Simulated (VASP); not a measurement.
# LiSi2C2 (Cm) in VASP: further runs, part 2 of 2

VASP 6.6.1. Earlier steps stand in the parts before.

## 3. Single point, PBE

This run uses another cell than the first one, of 13.70 Å³/atom.

The input, INCAR:

```
SYSTEM = LiSi2C2
ALGO = Normal
EDIFF = 1E-6
ENCUT = 520
GGA = PE
ISIF = 2
ISMEAR = 0
LASPH = .True.
LCHARG = .False.
LREAL = .False.
LWAVE = .False.
NBANDS = 18
NELM = 60
PREC = Accurate
SIGMA = 0.1
```

The input, KPOINTS:

```
k-points
0
Gamma
  10 10 10
  0 0 0
```

The input, POSCAR:

```
LiSi2C2
1.0
    4.0954422584     -1.9724213424     -0.0019396595
    4.0954422584      1.9724213424     -0.0019396595
   -1.7767274048      0.0000000000      4.2413248386
Li Si C
1 2 2
Direct
    0.7718638675      0.7718638675      0.0066896236
    0.4298138917      0.4298138917      0.7156563556
    0.5954887589      0.5954887589      0.3735429617
    0.8569927013      0.2040916207      0.0454193695
    0.2040916207      0.8569927013      0.0454193695
```

Potentials or basis: VASP PAW PBE potentials, release 64 (Li_sv, Si, C).

The run is started by

```bash
cat potpaw_PBE.64/Li_sv/POTCAR potpaw_PBE.64/Si/POTCAR potpaw_PBE.64/C/POTCAR > POTCAR
mpirun -np 1 vasp_std > vasp.out
```

OUTCAR:

```text
SYSTEM = LiSi2C2
   EDIFF = 1E-6
   ENCUT = 520
   GGA = PE
   ISIF = 2
   ISMEAR = 0
   LASPH = .True.
   LREAL = .False.
   NELM = 60
   PREC = Accurate

 ion  position               nearest neighbor table
   1  0.772  0.772  0.007-   4 2.17   5 2.17   2 2.60   3 2.61   3 2.70
   2  0.430  0.430  0.716-   4 1.92   5 1.92   3 2.44   1 2.60   3 2.80
   3  0.595  0.595  0.374-   4 1.90   5 1.90   2 2.44   1 2.61   1 2.70   2 2.80
   4  0.857  0.204  0.045-   5 1.37   3 1.90   2 1.92   1 2.17
   5  0.204  0.857  0.045-   4 1.37   3 1.90   2 1.92   1 2.17

  LATTYP: Found a base centered monoclinic cell.
 ALAT       =     8.1908854355
 B/A-ratio  =     0.4816137054
 C/A-ratio  =     0.5614086766
 COS(beta)  =    -0.3868134016

  Lattice vectors:

 A1 = (   4.0954422584,  -1.9724213424,  -0.0019396595)
 A2 = (   4.0954422584,   1.9724213424,  -0.0019396595)
 A3 = (  -1.7767274048,   0.0000000000,   4.2413248386)

Analysis of symmetry for initial positions (statically):
=====================================================================
 Subroutine PRICEL returns:
 Original cell was already a primitive cell.

 Routine SETGRP: Setting up the symmetry group for a
 base centered monoclinic supercell.

 Subroutine GETGRP returns: Found  2 space group operations
 (whereof  2 operations were pure point group operations)
 out of a pool of  4 trial point group operations.

The static configuration has the point symmetry C_1h.

Analysis of symmetry for dynamics (positions and initial velocities):
=====================================================================
 Subroutine PRICEL returns:
 Original cell was already a primitive cell.

 Routine SETGRP: Setting up the symmetry group for a
 base centered monoclinic supercell.

 Subroutine GETGRP returns: Found  2 space group operations
 (whereof  2 operations were pure point group operations)
 out of a pool of  4 trial point group operations.

The dynamic configuration has the point symmetry C_1h.

 Subroutine INISYM returns: Found  2 space group operations
[... 120 lines left out ...]
   IALGO  =     38    algorithm
   IMIX   =      4    mixing-type and parameters
     AMIX     =   0.40;   BMIX     =  1.00
     AMIX_MAG =   1.60;   BMIX_MAG =  1.00
  volume/ion in A,a.u.               =      13.70        92.46
  Fermi-wavevector in a.u.,A,eV,Ry     =   1.067605  2.017482 15.507665  1.139781
  Thomas-Fermi vector in A             =   2.203227
   LORBIT       =      0    0 simple, 1 ext, 2 COOP (PROOUT), +10 PAW based schemes
   GGA     = PE    functional components
   LHFCALC =     F    Hartree Fock is set to
   AEXX    =    0.0000 exact exchange contribution
   IVDW    =     0    specifies the selected vdW correction
   LEPSILON=     F    determine dielectric tensor
   LRPA    =     F    only Hartree local field effects (RPA)
 non-spin polarized calculation
 Gauss-broadening in eV      SIGMA  =   0.10
  energy-cutoff  :      520.00
  volume of cell :       68.51
 maximum number of plane-waves:      1864
 NGX is ok and might be reduce to    36
   NGX = 17   NGY = 17   NGZ = 17

 number of electron      19.0000001 magnetization

 Free energy of the ion-electron system (eV)
  ---------------------------------------------------
  ext. energy  EPLUGINS =         0.00000000
  ---------------------------------------------------
  free energy    TOTEN  =       -29.72552515 eV

  energy without entropy =      -29.71966444  energy(sigma->0) =      -29.72259479

 E-fermi :   5.2123     XC(G=0):  -9.5723

 val. band max:        5.2105902414   @ k =  -0.4000   0.2000   0.4000
 cond. band min:       5.2205878944   @ k =  -0.2000   0.3000   0.4000
 fundamental gap:      0.0099976530
 Fermi energy:         5.2123401506

 k-point     1 :       0.0000    0.0000    0.0000
  band No.  band energies     occupation
      1     -41.1040      2.00000
      2     -10.3423      2.00000
      3      -4.2445      2.00000
      4      -2.2511      2.00000
      5      -1.9911      2.00000
      6      -0.6416      2.00000
[... 481 lines left out ...]
      5      -1.8071      2.00000
      6      -0.3828      2.00000
[... 10 lines left out ...]
     17      12.7791      0.00000
     18      13.3578      0.00000

 [... further k-points ...]
[... 5 lines left out ...]
  --------------------------------------------------------------------------------------
  -------------------------------------------------------------------------------------
  Total       -0.0206655      0.0646373     -0.0450956      0.0000000      0.0000000      0.0146030
  in kB       -0.4832926      1.5116389     -1.0546271      0.0000000      0.0000000      0.3415121
  external PRESSURE =      -0.0087603 kB  Pullay stress =       0.0000000 kB

 VOLUME and BASIS-vectors are now :
 -----------------------------------------------------------------------------
  energy-cutoff  :      520.00
  volume of cell :       68.51
      direct lattice vectors                 reciprocal lattice vectors
     4.095442258 -1.972421342 -0.001939659     0.122111164 -0.253495533  0.051153415
     4.095442258  1.972421342 -0.001939659     0.122111164  0.253495533  0.051153415
    -1.776727405  0.000000000  4.241324839     0.000111689  0.000000000  0.235822173

 POSITION                                       TOTAL-FORCE (eV/Angst)
 -----------------------------------------------------------------------------------
      6.31036      0.00000      0.02538        -0.004268      0.000000     -0.001540
      2.24903      0.00000      3.03366         0.003592      0.000000     -0.001846
      4.21390      0.00000      1.58201        -0.005848      0.000000     -0.008971
      4.26491     -1.28780      0.19058         0.003262      0.033618      0.006179
      4.26491      1.28780      0.19058         0.003262     -0.033618      0.006179
 -----------------------------------------------------------------------------------
    total drift:                                0.000123      0.000000      0.000362

  FREE ENERGIE OF THE ION-ELECTRON SYSTEM (eV)
  ---------------------------------------------------
  free  energy   TOTEN  =       -29.7255251481 eV

  energy  without entropy=      -29.7196644374  energy(sigma->0) =      -29.72259479
```

OSZICAR:

```text
N       E                     dE             d eps       ncg     rms          rms(c)
DAV:   1     0.494179848181E+02    0.49418E+02   -0.76917E+03 10152   0.934E+02
DAV:   2    -0.263516523426E+02   -0.75770E+02   -0.72441E+02 13092   0.185E+02
DAV:   3    -0.332283482877E+02   -0.68767E+01   -0.68097E+01 18078   0.425E+01
DAV:   4    -0.333738168346E+02   -0.14547E+00   -0.14517E+00 13852   0.661E+00
DAV:   5    -0.333792584740E+02   -0.54416E-02   -0.54409E-02 15594   0.111E+00    0.106E+01
DAV:   6    -0.297219211041E+02    0.36573E+01   -0.12743E+01 11792   0.179E+01    0.493E+00
DAV:   7    -0.297581980878E+02   -0.36277E-01   -0.15613E+00 11852   0.671E+00    0.267E+00
DAV:   8    -0.297267620664E+02    0.31436E-01   -0.17056E-01 15204   0.214E+00    0.768E-01
DAV:   9    -0.297247381416E+02    0.20239E-02   -0.21620E-02 13702   0.913E-01    0.199E-01
DAV:  10    -0.297253301423E+02   -0.59200E-03   -0.52129E-03 12754   0.381E-01    0.841E-02
DAV:  11    -0.297254935085E+02   -0.16337E-03   -0.50723E-04 12698   0.134E-01    0.383E-02
DAV:  12    -0.297255180178E+02   -0.24509E-04   -0.58576E-05 12586   0.460E-02    0.204E-02
DAV:  13    -0.297255250327E+02   -0.70149E-05   -0.13603E-05 11758   0.204E-02    0.433E-03
DAV:  14    -0.297255251481E+02   -0.11541E-06   -0.41440E-07 10248   0.441E-03
   1 F= -.29725525E+02 E0= -.29722595E+02  d E =-.586071E-02
```

It took 8.8 min on 1 thread of Intel Xeon 8259CL, shared host; peak memory 0.43 GiB.

What came out:

```yaml
Free_energy: -29.7255 eV
Largest_force: 0.034 eV/Å
Band_gap_on_the_k_mesh: zero (an odd number of electrons rules out a gap without spin polarisation)
```

Forces on the atoms (eV/Å):
```
Li  -0.004  0.000 -0.002
Si   0.004  0.000 -0.002
Si  -0.006  0.000 -0.009
C    0.003  0.034  0.006
C    0.003 -0.034  0.006
```

Caveat: the cutoff is under 1.25 times the usual one of these potentials, so pressure, stress and relaxed cells hold a basis-set (Pulay) error.
